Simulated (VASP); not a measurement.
# Sn (P6/mmm) in VASP: further runs

Runs on Sn. Level: PBE. Tasks: density of states.

Everything below comes from runs of VASP 6.6.1. Logs are shortened: lines on timing, memory, paths and dates and some standing lists are left out, and cuts for length are marked.

## Step 1: The cell of the first run

The structure is hexagonal, space group P6/mmm (No. 191). The conventional cell has a = 4.014 Å, b = 4.014 Å, c = 2.398 Å, α = 90.00°, β = 90.00°, γ = 120.00°. Sn (site symmetry 6/mmm) has 14 Sn at 2.40 to 2.61 Å within 3.2 Å. Within 3.1 Å of Sn (site symmetry -6m2) lie 11 Sn at 2.32 to 2.61 Å.

## Step 2: Density of states, PBE (volume scaled by 0.4)

Contents of POSCAR:

```
Sn
1.0
    4.0138808133      0.0000000000      0.0000000000
   -2.0069404066      3.4761227520      0.0000000000
    0.0000000000      0.0000000000      2.3983920155
Sn
3
Direct
    0.0000000000      0.0000000000      0.0000000000
    0.3333333333      0.6666666667      0.5000000000
    0.6666666667      0.3333333333      0.5000000000
```

Contents of INCAR.step1:

```
ALGO = Normal
EDIFF = 1E-6
ENCUT = 520
GGA = PE
ISIF = 2
ISMEAR = -1
LASPH = True
LCHARG = True
LREAL = False
LWAVE = False
NBANDS = 28
NELM = 100
PREC = Accurate
SIGMA = 0.1
```

Contents of KPOINTS.step1:

```
k-points
0
Gamma
  7 7 9
```

Contents of INCAR.step2:

```
ALGO = Normal
EDIFF = 1E-6
ENCUT = 520
GGA = PE
ICHARG = 11
ISIF = 2
ISMEAR = -5
LASPH = True
LCHARG = False
LORBIT = 10
LREAL = False
LWAVE = False
NEDOS = 1001
NELM = 100
PREC = Accurate
SIGMA = 0.1
```

Contents of KPOINTS.step2:

```
k-points
0
Gamma
  11 11 14
```

Potentials or basis: VASP PAW PBE potentials, release 64 (Sn_d).

Command:

```console
$ cat potpaw_PBE.64/Sn_d/POTCAR > POTCAR
$ cp INCAR.step1 INCAR
$ cp KPOINTS.step1 KPOINTS
$ mpirun -np 1 vasp_std > vasp.out
$ cp INCAR.step2 INCAR
$ cp KPOINTS.step2 KPOINTS
$ mpirun -np 1 vasp_std > vasp.out
```

OUTCAR:

```text
EDIFF = 1E-6
   ENCUT = 520
   GGA = PE
   ICHARG = 11
   ISIF = 2
   ISMEAR = -5
   LASPH = True
   LORBIT = 10
   LREAL = False
   NELM = 100
   PREC = Accurate

 ion  position               nearest neighbor table
   1  0.000  0.000  0.000-   2 2.61   3 2.61   2 2.61   3 2.61   2 2.61   2 2.61   3 2.61   3 2.61
                             3 2.61   3 2.61   2 2.61   2 2.61
   2  0.333  0.667  0.500-   3 2.32   3 2.32   3 2.32   1 2.61   1 2.61   1 2.61   1 2.61   1 2.61
                             1 2.61   3 3.34   3 3.34   3 3.34   3 3.34   3 3.34   3 3.34
   3  0.667  0.333  0.500-   2 2.32   2 2.32   2 2.32   1 2.61   1 2.61   1 2.61   1 2.61   1 2.61
                             1 2.61   2 3.34   2 3.34   2 3.34   2 3.34   2 3.34   2 3.34

  LATTYP: Found a hexagonal cell.
 ALAT       =     4.0138808133
 C/A-ratio  =     0.5975244725

  Lattice vectors:

 A1 = (   4.0138808133,   0.0000000000,   0.0000000000)
 A2 = (  -2.0069404066,   3.4761227520,   0.0000000000)
 A3 = (   0.0000000000,   0.0000000000,   2.3983920155)

Analysis of symmetry for initial positions (statically):
=====================================================================
 Subroutine PRICEL returns:
 Original cell was already a primitive cell.

 Routine SETGRP: Setting up the symmetry group for a
 hexagonal supercell.

 Subroutine GETGRP returns: Found 24 space group operations
 (whereof 24 operations were pure point group operations)
 out of a pool of 24 trial point group operations.

The static configuration has the point symmetry D_6h.

Analysis of symmetry for dynamics (positions and initial velocities):
=====================================================================
 Subroutine PRICEL returns:
 Original cell was already a primitive cell.

 Routine SETGRP: Setting up the symmetry group for a
 hexagonal supercell.

 Subroutine GETGRP returns: Found 24 space group operations
 (whereof 24 operations were pure point group operations)
 out of a pool of 24 trial point group operations.

The dynamic configuration has the point symmetry D_6h.

 Subroutine INISYM returns: Found 24 space group operations
 (whereof 24 operations are pure point group operations),
 and found     1 'primitive' translations

----------------------------------------------------------------------------------------

                                     Primitive cell

  volume of cell :      33.4641

  direct lattice vectors                    reciprocal lattice vectors
     4.013880813  0.000000000  0.000000000     0.249135449  0.143838419  0.000000000
    -2.006940407  3.476122752  0.000000000     0.000000000  0.287676837  0.000000000
     0.000000000  0.000000000  2.398392015     0.000000000  0.000000000  0.416946018

  length of vectors
     4.013880813  4.013880813  2.398392015     0.287676837  0.287676837  0.416946018

  position of ions in fractional coordinates (direct lattice)
     0.000000000  0.000000000  0.000000000
     0.333333333  0.666666667  0.500000000
     0.666666667  0.333333333  0.500000000

  ion indices of the primitive-cell ions
   primitive index   ion index
                 1           1
                 2           2
                 3           3

----------------------------------------------------------------------------------------

 KPOINTS: k-points

Automatic generation of k-mesh.
 Grid dimensions read from file:
 generate k-points for:   11   11   14

 Generating k-lattice:

  Cartesian coordinates                     Fractional coordinates (reciprocal lattice)
     0.022648677  0.013076220  0.000000000     0.090909091 -0.000000000  0.000000000
     0.000000000  0.026152440  0.000000000     0.000000000  0.090909091  0.000000000
     0.000000000  0.000000000  0.029781858     0.000000000  0.000000000  0.071428571

  Length of vectors
     0.026152440  0.026152440  0.029781858

  Shift w.r.t. Gamma in fractional coordinates (k-lattice)
     0.000000000  0.000000000  0.000000000

 TETIRR: Found   1771 inequivalent tetrahedra from    10164

 Subroutine IBZKPT returns following result:
 ===========================================

 Found    128 irreducible k-points:

 Following reciprocal coordinates:
            Coordinates               Weight
  0.000000  0.000000  0.000000      1.000000
  0.090909 -0.000000  0.000000      6.000000
  0.181818  0.000000  0.000000      6.000000
  0.272727  0.000000  0.000000      6.000000
  0.363636  0.000000  0.000000      6.000000
  0.454545 -0.000000  0.000000      6.000000
[... 16 lines left out ...]
  0.090909  0.090909  0.071429     12.000000
  0.181818  0.090909  0.071429     24.000000
 [... further k-points ...]
   k-points           NKPTS =    128   k-points in BZ     NKDIM =    128   number of bands    NBANDS=     25
   number of dos      NEDOS =   1001   number of ions     NIONS =      3
   total plane-waves  NPLWV =  16200
   dimension x,y,z NGX =    30 NGY =   30 NGZ =   18
   dimension x,y,z NGXF=    60 NGYF=   60 NGZF=   36
   ions per type =               3
   NGX,Y,Z   is equivalent  to a cutoff of  12.43, 12.43, 12.48 a.u.
   NGXF,Y,Z  is equivalent  to a cutoff of  24.85, 24.85, 24.95 a.u.
 SYSTEM =  unknown system
   PREC   = accura    normal or accurate (medium, high low for compatibility)
   ISTART =      0    job   : 0-new  1-cont  2-samecut
   ICHARG =     11    charge: 1-file 2-atom 10-const
   ISPIN  =      1    spin polarized calculation?
   LNONCOLLINEAR =      F non collinear calculations
   LSORBIT =      F    spin-orbit coupling
   LASPH  =      T    aspherical Exc in radial PAW
   ENCUT  =  520.0 eV  38.22 Ry    6.18 a.u.   7.46  7.46  4.46*2*pi/ulx,y,z
   NELM   =    100;   NELMIN=  2; NELMDL=  0     # of ELM steps
   EDIFF  = 0.1E-05   stopping-criterion for ELM
   LREAL  =      F    real-space projection
   EDIFFG = 0.1E-04   stopping-criterion for IOM
   NSW    =      0    number of steps for IOM
   IBRION =     -1    ionic relax: 0-MD 1-quasi-New 2-CG
   NFREE  =      0    steps in history (QN), initial steepest desc. (CG)
   ISIF   =      2    stress and relaxation
   ISYM   =      2    0-nonsym 1-usesym 2-fastsym
   POTIM  = 0.5000    time-step for ionic-motion
   TEBEG  =    0.0;   TEEND  =   0.0 temperature during run
   PSTRESS=    0.0 pullay stress
   NELECT =      42.0000    total number of electrons
   NUPDOWN=      -1.0000    fix difference up-down
   EMIN   =  10.00;   EMAX   =-10.00  energy-range for DOS
   EFERMI =   0.00;   METHOD = LEGACY
   ISMEAR =    -5;   SIGMA  =   0.10  broadening in eV -4-tet -1-fermi 0-gaus
   EFERMI_NEDOS =   21; number of points for ismear=-14 and -15
   IALGO  =     38    algorithm
   IMIX   =      4    mixing-type and parameters
     AMIX     =   0.40;   BMIX     =  1.00
     AMIX_MAG =   1.60;   BMIX_MAG =  1.00
  volume/ion in A,a.u.               =      11.15        75.28
  Fermi-wavevector in a.u.,A,eV,Ry     =   1.765894  3.337056 42.428167  3.118382
  Thomas-Fermi vector in A             =   2.833585
   LORBIT       =     10    0 simple, 1 ext, 2 COOP (PROOUT), +10 PAW based schemes
   GGA     = PE    functional components
   LHFCALC =     F    Hartree Fock is set to
   AEXX    =    0.0000 exact exchange contribution
   IVDW    =     0    specifies the selected vdW correction
   LEPSILON=     F    determine dielectric tensor
   LRPA    =     F    only Hartree local field effects (RPA)
 non-spin polarized calculation
 Fermi weights with tetrahedron method with Bloechl corrections
  energy-cutoff  :      520.00
  volume of cell :       33.46
 maximum number of plane-waves:       927
 NGX is ok and might be reduce to    30

 number of electron      41.9999985 magnetization

 Free energy of the ion-electron system (eV)
  ---------------------------------------------------
  ext. energy  EPLUGINS =         0.00000000
  ---------------------------------------------------
  free energy    TOTEN  =        14.16293517 eV

  energy without entropy =       14.16293517  energy(sigma->0) =       14.16293517

 E-fermi :  25.5577     XC(G=0): -15.3322

 val. band max:       25.7537448242   @ k =   0.3636   0.0909   0.2143
 cond. band min:      25.0899559592   @ k =   0.3636   0.2727   0.0000
 fundamental gap:     -0.6637888650
 Fermi energy:        25.5576528241

 k-point     1 :       0.0000    0.0000    0.0000
  band No.  band energies     occupation
      1      -0.5483      2.00000
      2       0.6278      2.00000
      3       0.6315      2.00000
      4       0.8447      2.00000
      5       0.8448      2.00000
      6       1.2531      2.00000
[... 17 lines left out ...]
     24      36.3332      0.00000
     25      37.7272      0.00000

 k-point     2 :       0.0909   -0.0000    0.0000
  band No.  band energies     occupation
      1      -0.5231      2.00000
      2       0.5587      2.00000
      3       0.6029      2.00000
      4       0.7229      2.00000
      5       0.7826      2.00000
      6       1.2789      2.00000
[... 17 lines left out ...]
     24      36.0968      0.00000
     25      37.6590      0.00000

 k-point     3 :       0.1818    0.0000    0.0000
  band No.  band energies     occupation
      1      -0.4517      2.00000
      2       0.3485      2.00000
      3       0.5246      2.00000
      4       0.5308      2.00000
      5       0.7108      2.00000
      6       1.2614      2.00000
[... 552 lines left out ...]
 k-point    23 :       0.0909    0.0909    0.0714
  band No.  band energies     occupation
      1      -0.3857      2.00000
      2       0.4722      2.00000
      3       0.5077      2.00000
      4       0.7208      2.00000
      5       0.7493      2.00000
      6       1.1775      2.00000
[... 17 lines left out ...]
     24      35.3836      0.00000
     25      36.3886      0.00000

 k-point    24 :       0.1818    0.0909    0.0714
  band No.  band energies     occupation
      1      -0.3006      2.00000
      2       0.2260      2.00000
      3       0.3666      2.00000
      4       0.6227      2.00000
      5       0.7283      2.00000
      6       1.1393      2.00000
[... 17 lines left out ...]
     24      34.0149      0.00000
     25      35.4615      0.00000

 [... further k-points ...]

------------------------ aborting loop because EDIFF is reached ----------------------------------------

  FORCE on cell =-STRESS in cart. coord.  units (eV):
  Direction    XX          YY          ZZ          XY          YZ          ZX
  --------------------------------------------------------------------------------------
  -------------------------------------------------------------------------------------
  Total       82.4369095     82.4369095     81.4512130      0.0000000     -0.0000000      0.0000000
  in kB     3946.8674198   3946.8674197   3899.6748028      0.0000001     -0.0000000      0.0000000
  external PRESSURE =    3931.1365474 kB  Pullay stress =       0.0000000 kB

 VOLUME and BASIS-vectors are now :
 -----------------------------------------------------------------------------
  energy-cutoff  :      520.00
  volume of cell :       33.46
      direct lattice vectors                 reciprocal lattice vectors
     4.013880813  0.000000000  0.000000000     0.249135449  0.143838419  0.000000000
    -2.006940407  3.476122752  0.000000000     0.000000000  0.287676837  0.000000000
     0.000000000  0.000000000  2.398392015     0.000000000  0.000000000  0.416946018

 POSITION                                       TOTAL-FORCE (eV/Angst)
 -----------------------------------------------------------------------------------
      0.00000      0.00000      0.00000        -0.000000      0.000000     -0.000000
     -0.00000      2.31742      1.19920        -0.000000     -0.000000      0.000000
      2.00694      1.15871      1.19920         0.000000      0.000000     -0.000000
 -----------------------------------------------------------------------------------
    total drift:                               -0.000000      0.000000     -0.000000

  FREE ENERGIE OF THE ION-ELECTRON SYSTEM (eV)
  ---------------------------------------------------
  free  energy   TOTEN  =        14.1629351735 eV

  energy  without entropy=       14.1629351735  energy(sigma->0) =       14.16293517

 total charge

# of ion       s       p       d       tot
------------------------------------------
    1        1.419   1.955  10.562  13.936
    2        1.383   2.218  10.587  14.187
    3        1.383   2.218  10.587  14.187
--------------------------------------------------
tot          4.185   6.391  31.735  42.311
```

Run time: 79 s. Hardware: 1 thread of Intel Xeon Platinum 8259CL at 2.50GHz (Skylake/Cascade Lake), shared host; peak memory 0.19 GiB.

Caveat: the cell differs from its parent crystal (volume scaled by 0.4); spin-orbit coupling is left out, which moves the levels of the heavy elements; tetrahedron occupations give inexact forces and stress in metals.

## Step 3: Density of states, PBE (volume scaled by 0.55)

Contents of POSCAR:

```
Sn
1.0
    4.4587138163      0.0000000000      0.0000000000
   -2.2293569082      3.8613594332      0.0000000000
    0.0000000000      0.0000000000      2.6725917108
Sn
3
Direct
    0.0000000000      0.0000000000      0.0000000000
    0.3333333333      0.6666666667      0.5000000000
    0.6666666667      0.3333333333      0.5000000000
```

Contents of INCAR.step1:

```
PREC = Accurate ; ENCUT = 520
EDIFF = 1E-6 ; ISMEAR = -1
SIGMA = 0.1 ; LREAL = False
LASPH = True ; NELM = 80
ALGO = Normal ; ISIF = 2
LWAVE = False ; LCHARG = True
GGA = PE ; NBANDS = 28
```

Contents of KPOINTS.step1:

```
regular mesh
0
Gamma
  7 7 9
```

Contents of INCAR.step2:

```
PREC = Accurate ; ENCUT = 520
EDIFF = 1E-6 ; ISMEAR = -5
SIGMA = 0.1 ; LREAL = False
LASPH = True ; NELM = 80
ALGO = Normal ; ISIF = 2
LWAVE = False ; LCHARG = False
GGA = PE ; LORBIT = 11
NEDOS = 1001 ; ICHARG = 11
```

Contents of KPOINTS.step2:

```
regular mesh
0
Gamma
  11 11 14
```

Potentials or basis: VASP PAW PBE potentials, release 64 (Sn_d).

Command:

```console
$ cat potpaw_PBE.64/Sn_d/POTCAR > POTCAR
$ cp INCAR.step1 INCAR
$ cp KPOINTS.step1 KPOINTS
$ mpirun -np 1 vasp_std > vasp.out
$ cp INCAR.step2 INCAR
$ cp KPOINTS.step2 KPOINTS
$ mpirun -np 1 vasp_std > vasp.out
```

Wall time 94 s (1 thread of Intel Xeon Platinum 8259CL at 2.50GHz (Skylake/Cascade Lake), shared host); peak memory 0.23 GiB.

The run converged. Its results:

| Item | Value |
| --- | --- |
| Valence electrons inside the program's atomic spheres | Sn 12.88, 13.06 |

Levels at points of the mesh, in eV from the Fermi level:
```tsv
k point	band 19	band 20	band 21	band 22	band 23	band 24
(0.00, 0.00, 0.00)	-5.01	-5.01	-4.95	-4.95	4.29	9.51
(0.00, 0.00, 0.50)	-1.40	-1.40	-1.05	0.17	0.17	0.66
```

Caveat: the cell differs from its parent crystal (volume scaled by 0.55); spin-orbit coupling is left out, which moves the levels of the heavy elements; tetrahedron occupations give inexact forces and stress in metals.

## Step 4: Density of states, PBE

This run uses another cell than the first one, of 27.89 Å³/atom, 2.500 times its volume.

Contents of POSCAR:

```
Sn
1.0
    5.3875038159      0.0000000000      0.0000000000
   -2.6937519079      4.6657151675      0.0000000000
    0.0000000000      0.0000000000      3.3282346825
Sn
3
Direct
    0.0000000000      0.0000000000      0.0000000000
    0.3333333333      0.6666666667      0.5000000000
    0.6666666667      0.3333333333      0.5000000000
```

Contents of INCAR.step1:

```
SYSTEM = Sn
PREC = Accurate ; ENCUT = 520
EDIFF = 1E-6 ; ISMEAR = -1
SIGMA = 0.1 ; LREAL = .FALSE.
LASPH = .TRUE. ; NELM = 60
ALGO = Normal ; ISIF = 2
LWAVE = .FALSE. ; LCHARG = .TRUE.
GGA = PE ; NBANDS = 28
```

Contents of KPOINTS.step1:

```
regular mesh
0
G
  7 7 9
  0 0 0
```

Contents of INCAR.step2:

```
SYSTEM = Sn
PREC = Accurate ; ENCUT = 520
EDIFF = 1E-6 ; ISMEAR = -5
SIGMA = 0.1 ; LREAL = .FALSE.
LASPH = .TRUE. ; NELM = 60
ALGO = Normal ; ISIF = 2
LWAVE = .FALSE. ; LCHARG = .FALSE.
GGA = PE ; LORBIT = 11
NBANDS = 28 ; NEDOS = 1001
ICHARG = 11
```

Contents of KPOINTS.step2:

```
regular mesh
0
G
  11 11 14
  0 0 0
```

Command:

```console
$ cat potpaw_PBE.64/Sn_d/POTCAR > POTCAR
$ cp INCAR.step1 INCAR
$ cp KPOINTS.step1 KPOINTS
$ mpirun -np 1 vasp_std > vasp.out
$ cp INCAR.step2 INCAR
$ cp KPOINTS.step2 KPOINTS
$ mpirun -np 1 vasp_std > vasp.out
```

It took 7.7 min on 1 thread of AMD EPYC 7R13, shared host; peak memory 0.32 GiB.

It converged, with:

```yaml
Valence_electrons_inside_the_program's_atomic_spheres: Sn 12.10, 12.17
```

Levels at points of the mesh, in eV from the Fermi level:
```tsv
k point	band 19	band 20	band 21	band 22	band 23	band 24
(0.00, 0.00, 0.00)	-2.48	-2.48	-2.34	-2.34	2.66	6.18
(0.00, 0.00, 0.50)	-1.36	-0.97	-0.62	-0.62	-0.22	0.72
```

Caveat: spin-orbit coupling is left out, which moves the levels of the heavy elements; tetrahedron occupations give inexact forces and stress in metals.

## Step 5: Density of states, PBE

This run uses another cell than the first one, of 27.89 Å³/atom, 2.500 times its volume.

POSCAR is that of step 4.

Contents of INCAR.step1:

```
ALGO = Normal
EDIFF = 1E-6
ENCUT = 520
GGA = PE
ISIF = 2
ISMEAR = -1
LASPH = T
LCHARG = T
LREAL = F
LWAVE = F
NBANDS = 28
NELM = 100
PREC = Accurate
SIGMA = 0.1
```

Contents of KPOINTS.step1:

```
k-points
0
Gamma
  7 7 9
```

Contents of INCAR.step2:

```
ALGO = Normal
EDIFF = 1E-6
ENCUT = 520
GGA = PE
ICHARG = 11
ISIF = 2
ISMEAR = -5
LASPH = T
LCHARG = F
LORBIT = 11
LREAL = F
LWAVE = F
NBANDS = 28
NEDOS = 1001
NELM = 100
PREC = Accurate
SIGMA = 0.1
```

Contents of KPOINTS.step2:

```
k-points
0
Gamma
  11 11 14
```

Command:

```console
$ cat potpaw_PBE.64/Sn_d/POTCAR > POTCAR
$ cp INCAR.step1 INCAR
$ cp KPOINTS.step1 KPOINTS
$ mpirun -np 1 vasp_std > vasp.out
$ cp INCAR.step2 INCAR
$ cp KPOINTS.step2 KPOINTS
$ mpirun -np 1 vasp_std > vasp.out
```

It took 7.7 min on 1 thread of AMD EPYC 7R13, shared host; peak memory 0.32 GiB.

Results (log left out):

| Quantity | Value |
| --- | --- |
| Valence electrons inside the program's atomic spheres | Sn 12.10, 12.17 |

Levels at points of the mesh, in eV from the Fermi level:
| k point | band 17 | band 18 | band 19 | band 20 | band 21 | band 22 | band 23 | band 24 | band 25 | band 26 |
| --- | --- | --- | --- | --- | --- | --- | --- | --- | --- | --- |
| (0.00, 0.00, 0.00) | -5.54 | -5.16 | -2.48 | -2.48 | -2.34 | -2.34 | 2.66 | 6.18 | 7.58 | 7.70 |
| (0.00, 0.00, 0.50) | -6.86 | -2.65 | -1.36 | -0.97 | -0.62 | -0.62 | -0.22 | 0.72 | 0.72 | 1.81 |

Caveat: spin-orbit coupling is left out, which moves the levels of the heavy elements; tetrahedron occupations give inexact forces and stress in metals.
